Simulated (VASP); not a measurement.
# GaN (e600) (F-43m) in VASP: a series of runs, part 2 of 2

VASP 6.6.1.

## Step 3: Single point, PBEsol

INCAR

```
SYSTEM = GaN
PREC = Accurate ; ENCUT = 600
EDIFF = 1E-6 ; ISMEAR = 0
SIGMA = 0.01 ; LREAL = .False.
LASPH = .True. ; NELM = 120
ALGO = Normal ; ISIF = 2
LWAVE = .False. ; LCHARG = .False.
GGA = PS ; NBANDS = 16
GGA_COMPAT = .False.
```

KPOINTS

```
Automatic mesh
0
Gamma
  10 10 10
  0 0 0
```

POSCAR

```
GaN
1.0
    0.0000000000      2.2490925383      2.2490925383
    2.2490925383      0.0000000000      2.2490925383
    2.2490925383      2.2490925383      0.0000000000
Ga N
1 1
Direct
    0.0000000000      0.0000000000      0.0000000000
    0.2500000000      0.2500000000      0.2500000000
```

Potentials or basis: VASP PAW PBE potentials, release 64 (Ga_d, N).

Launch:

```console
$ cat potpaw_PBE.64/Ga_d/POTCAR potpaw_PBE.64/N/POTCAR > POTCAR
$ mpirun -np 1 vasp_std > vasp.out
```

OUTCAR:

```text
SYSTEM = GaN
   PREC = Accurate
   ENCUT = 600
   EDIFF = 1E-6
   ISMEAR = 0
   LREAL = .False.
   LASPH = .True.
   NELM = 120
   ISIF = 2
   GGA = PS

 ion  position               nearest neighbor table
   1  0.000  0.000  0.000-   2 1.95   2 1.95   2 1.95   2 1.95
   2  0.250  0.250  0.250-   1 1.95   1 1.95   1 1.95   1 1.95

  LATTYP: Found a face centered cubic cell.
 ALAT       =     4.4981850766

  Lattice vectors:

 A1 = (   0.0000000000,   2.2490925383,   2.2490925383)
 A2 = (   2.2490925383,   0.0000000000,   2.2490925383)
 A3 = (   2.2490925383,   2.2490925383,   0.0000000000)

Analysis of symmetry for initial positions (statically):
=====================================================================
 Subroutine PRICEL returns:
 Original cell was already a primitive cell.

 Routine SETGRP: Setting up the symmetry group for a
 face centered cubic supercell.

 Subroutine GETGRP returns: Found 24 space group operations
 (whereof 24 operations were pure point group operations)
 out of a pool of 48 trial point group operations.

The static configuration has the point symmetry T_d .

Analysis of symmetry for dynamics (positions and initial velocities):
=====================================================================
 Subroutine PRICEL returns:
 Original cell was already a primitive cell.

 Routine SETGRP: Setting up the symmetry group for a
 face centered cubic supercell.

 Subroutine GETGRP returns: Found 24 space group operations
 (whereof 24 operations were pure point group operations)
 out of a pool of 48 trial point group operations.

The dynamic configuration has the point symmetry T_d .

 Subroutine INISYM returns: Found 24 space group operations
 (whereof 24 operations are pure point group operations),
 and found     1 'primitive' translations

----------------------------------------------------------------------------------------

                                     Primitive cell

  volume of cell :      22.7537

  direct lattice vectors                    reciprocal lattice vectors
     0.000000000  2.249092538  2.249092538    -0.222311884  0.222311884  0.222311884
     2.249092538  0.000000000  2.249092538     0.222311884 -0.222311884  0.222311884
     2.249092538  2.249092538  0.000000000     0.222311884  0.222311884 -0.222311884

  length of vectors
     3.180697171  3.180697171  3.180697171     0.385055479  0.385055479  0.385055479

  position of ions in fractional coordinates (direct lattice)
     0.000000000  0.000000000  0.000000000
     0.250000000  0.250000000  0.250000000

  ion indices of the primitive-cell ions
   primitive index   ion index
                 1           1
                 2           2

----------------------------------------------------------------------------------------

 KPOINTS: Automatic mesh

Automatic generation of k-mesh.
 Grid dimensions read from file:
 generate k-points for:   10   10   10

 Generating k-lattice:

  Cartesian coordinates                     Fractional coordinates (reciprocal lattice)
    -0.022231188  0.022231188  0.022231188     0.100000000  0.000000000  0.000000000
     0.022231188 -0.022231188  0.022231188     0.000000000  0.100000000  0.000000000
     0.022231188  0.022231188 -0.022231188     0.000000000  0.000000000  0.100000000

  Length of vectors
     0.038505548  0.038505548  0.038505548

  Shift w.r.t. Gamma in fractional coordinates (k-lattice)
     0.000000000  0.000000000  0.000000000

 Subroutine IBZKPT returns following result:
 ===========================================

 Found     47 irreducible k-points:

 Following reciprocal coordinates:
            Coordinates               Weight
  0.000000  0.000000  0.000000      1.000000
  0.100000  0.000000  0.000000      8.000000
  0.200000  0.000000  0.000000      8.000000
  0.300000  0.000000  0.000000      8.000000
  0.400000  0.000000  0.000000      8.000000
  0.500000  0.000000  0.000000      4.000000
[... 16 lines left out ...]
  0.300000  0.300000  0.000000      6.000000
  0.400000  0.300000  0.000000     24.000000
 [... further k-points ...]
   k-points           NKPTS =     47   k-points in BZ     NKDIM =     47   number of bands    NBANDS=     16
   number of dos      NEDOS =    301   number of ions     NIONS =      2
   total plane-waves  NPLWV =  21952
   dimension x,y,z NGX =    28 NGY =   28 NGZ =   28
   dimension x,y,z NGXF=    56 NGYF=   56 NGZF=   56
   ions per type =               1   1
   NGX,Y,Z   is equivalent  to a cutoff of  14.63, 14.63, 14.63 a.u.
   NGXF,Y,Z  is equivalent  to a cutoff of  29.27, 29.27, 29.27 a.u.
 SYSTEM =  GaN
   PREC   = accura    normal or accurate (medium, high low for compatibility)
   ISTART =      0    job   : 0-new  1-cont  2-samecut
   ICHARG =      2    charge: 1-file 2-atom 10-const
   ISPIN  =      1    spin polarized calculation?
   LNONCOLLINEAR =      F non collinear calculations
   LSORBIT =      F    spin-orbit coupling
   LASPH  =      T    aspherical Exc in radial PAW
   ENCUT  =  600.0 eV  44.10 Ry    6.64 a.u.   6.35  6.35  6.35*2*pi/ulx,y,z
   NELM   =    120;   NELMIN=  2; NELMDL= -5     # of ELM steps
   EDIFF  = 0.1E-05   stopping-criterion for ELM
   LREAL  =      F    real-space projection
[... 7 lines left out ...]
   TEBEG  =    0.0;   TEEND  =   0.0 temperature during run
   PSTRESS=    0.0 pullay stress
   NELECT =      18.0000    total number of electrons
   NUPDOWN=      -1.0000    fix difference up-down
   EMIN   =  10.00;   EMAX   =-10.00  energy-range for DOS
   EFERMI =   0.00;   METHOD = LEGACY
   ISMEAR =     0;   SIGMA  =   0.01  broadening in eV -4-tet -1-fermi 0-gaus
   EFERMI_NEDOS =   21; number of points for ismear=-14 and -15
   IALGO  =     38    algorithm
   IMIX   =      4    mixing-type and parameters
     AMIX     =   0.40;   BMIX     =  1.00
     AMIX_MAG =   1.60;   BMIX_MAG =  1.00
  volume/ion in A,a.u.               =      11.38        76.77
  Fermi-wavevector in a.u.,A,eV,Ry     =   1.514078  2.861193 31.190447  2.292433
  Thomas-Fermi vector in A             =   2.623784
   LORBIT       =      0    0 simple, 1 ext, 2 COOP (PROOUT), +10 PAW based schemes
   GGA     = PS    functional components
   LHFCALC =     F    Hartree Fock is set to
   AEXX    =    0.0000 exact exchange contribution
   IVDW    =     0    specifies the selected vdW correction
   LEPSILON=     F    determine dielectric tensor
   LRPA    =     F    only Hartree local field effects (RPA)
 non-spin polarized calculation
 Gauss-broadening in eV      SIGMA  =   0.01
  energy-cutoff  :      600.00
  volume of cell :       22.75
 maximum number of plane-waves:       769
 NGX is ok and might be reduce to    28
   NGX = 13   NGY = 13   NGZ = 13

 number of electron      18.0000005 magnetization

 Free energy of the ion-electron system (eV)
  ---------------------------------------------------
  ext. energy  EPLUGINS =         0.00000000
  ---------------------------------------------------
  free energy    TOTEN  =       -13.12425198 eV

  energy without entropy =      -13.12425198  energy(sigma->0) =      -13.12425198

 E-fermi :   5.3752     XC(G=0): -11.9336

 val. band max:        5.2134279574   @ k =   0.0000   0.0000   0.0000
 cond. band min:       6.9340429456   @ k =   0.0000   0.0000   0.0000
 fundamental gap:      1.7206149883
 Fermi energy:         5.3751560918

 k-point     1 :       0.0000    0.0000    0.0000
  band No.  band energies     occupation
      1     -10.7698      2.00000
      2      -8.1953      2.00000
      3      -8.1953      2.00000
      4      -8.1953      2.00000
      5      -7.8641      2.00000
      6      -7.8641      2.00000
[... 8 lines left out ...]
     15      23.9498      0.00000
     16      23.9498      0.00000

 k-point     2 :       0.1000    0.0000    0.0000
  band No.  band energies     occupation
      1     -10.6556      2.00000
      2      -8.1813      2.00000
      3      -8.1813      2.00000
      4      -8.1583      2.00000
      5      -7.8655      2.00000
      6      -7.8655      2.00000
[... 8 lines left out ...]
     15      22.6714      0.00000
     16      22.6714      0.00000
[... 387 lines left out ...]
      5      -7.8123      2.00000
      6      -7.4167      2.00000
[... 8 lines left out ...]
     15      27.2267      0.00000
     16      27.6509      0.00000

 k-point    24 :       0.4000    0.3000    0.0000
  band No.  band energies     occupation
      1      -9.7405      2.00000
      2      -8.0653      2.00000
      3      -7.9643      2.00000
      4      -7.9634      2.00000
      5      -7.8019      2.00000
      6      -6.9565      2.00000
[... 8 lines left out ...]
     15      27.5021      0.00000
     16      27.6101      0.00000

 [... further k-points ...]

------------------------ aborting loop because EDIFF is reached ----------------------------------------

  FORCE on cell =-STRESS in cart. coord.  units (eV):
  Direction    XX          YY          ZZ          XY          YZ          ZX
  --------------------------------------------------------------------------------------
  -------------------------------------------------------------------------------------
  Total       -0.0557320     -0.0557320     -0.0557320      0.0000000      0.0000000      0.0000000
  in kB       -3.9243117     -3.9243117     -3.9243117      0.0000000      0.0000000      0.0000000
  external PRESSURE =      -3.9243117 kB  Pullay stress =       0.0000000 kB

 VOLUME and BASIS-vectors are now :
 -----------------------------------------------------------------------------
  energy-cutoff  :      600.00
  volume of cell :       22.75
      direct lattice vectors                 reciprocal lattice vectors
     0.000000000  2.249092538  2.249092538    -0.222311884  0.222311884  0.222311884
     2.249092538  0.000000000  2.249092538     0.222311884 -0.222311884  0.222311884
     2.249092538  2.249092538  0.000000000     0.222311884  0.222311884 -0.222311884

 POSITION                                       TOTAL-FORCE (eV/Angst)
 -----------------------------------------------------------------------------------
      0.00000      0.00000      0.00000         0.000000      0.000000      0.000000
      1.12455      1.12455      1.12455        -0.000000     -0.000000     -0.000000
 -----------------------------------------------------------------------------------
    total drift:                                0.000000      0.000000      0.000000

  FREE ENERGIE OF THE ION-ELECTRON SYSTEM (eV)
  ---------------------------------------------------
  free  energy   TOTEN  =       -13.1242519829 eV

  energy  without entropy=      -13.1242519829  energy(sigma->0) =      -13.12425198
```

OSZICAR:

```text
N       E                     dE             d eps       ncg     rms          rms(c)
DAV:   1     0.860650951603E+02    0.86065E+02   -0.10026E+04  1680   0.218E+03
DAV:   2    -0.832547037643E+01   -0.94391E+02   -0.88373E+02  1656   0.349E+02
DAV:   3    -0.148665851937E+02   -0.65411E+01   -0.65108E+01  1768   0.770E+01
DAV:   4    -0.149401016868E+02   -0.73516E-01   -0.73506E-01  1872   0.891E+00
DAV:   5    -0.149410091477E+02   -0.90746E-03   -0.90746E-03  1816   0.906E-01    0.721E+00
DAV:   6    -0.131541326945E+02    0.17869E+01   -0.42455E+00  2288   0.399E+01    0.264E+00
DAV:   7    -0.131437552672E+02    0.10377E-01   -0.28110E-01  1584   0.578E+00    0.168E+00
DAV:   8    -0.131273831113E+02    0.16372E-01   -0.52347E-02  1984   0.270E+00    0.671E-01
DAV:   9    -0.131241747826E+02    0.32083E-02   -0.11750E-02  2208   0.237E+00    0.169E-01
DAV:  10    -0.131242877040E+02   -0.11292E-03   -0.11698E-03  1864   0.486E-01    0.766E-02
DAV:  11    -0.131242500190E+02    0.37685E-04   -0.14044E-04  2272   0.190E-01    0.634E-03
DAV:  12    -0.131242520427E+02   -0.20237E-05   -0.12950E-05  1784   0.448E-02    0.414E-03
DAV:  13    -0.131242519829E+02    0.59809E-07   -0.42928E-07  1120   0.106E-02
   1 F= -.13124252E+02 E0= -.13124252E+02  d E =-.430409-118
```

Run time: 42 s. Hardware: 1 thread of Intel Xeon Platinum 8259CL at 2.50GHz (Skylake/Cascade Lake), shared host; peak memory 0.16 GiB.

Results:

| Item | Value |
| --- | --- |
| Free energy | -13.1243 eV |
| Pressure | -0.4 GPa |
| Band gap on the k mesh | 1.72 eV, direct |

Levels at points of the mesh, in eV from the valence-band top:
```tsv
k point	band 7	band 8	band 9	band 10	band 11	band 12
(0.00, 0.00, 0.00)	0.00	0.00	0.00	1.72	10.24	10.24
(0.50, 0.00, 0.00)	-7.15	-0.99	-0.99	4.60	8.66	10.29
(0.50, 0.50, 0.00)	-6.20	-2.75	-2.75	3.23	6.60	11.62
```

Caveat: the PAW data sets were made with another functional, which shifts forces and pressure a little. Expect the measured gap to be larger: semilocal functionals such as PBEsol lack the derivative discontinuity.
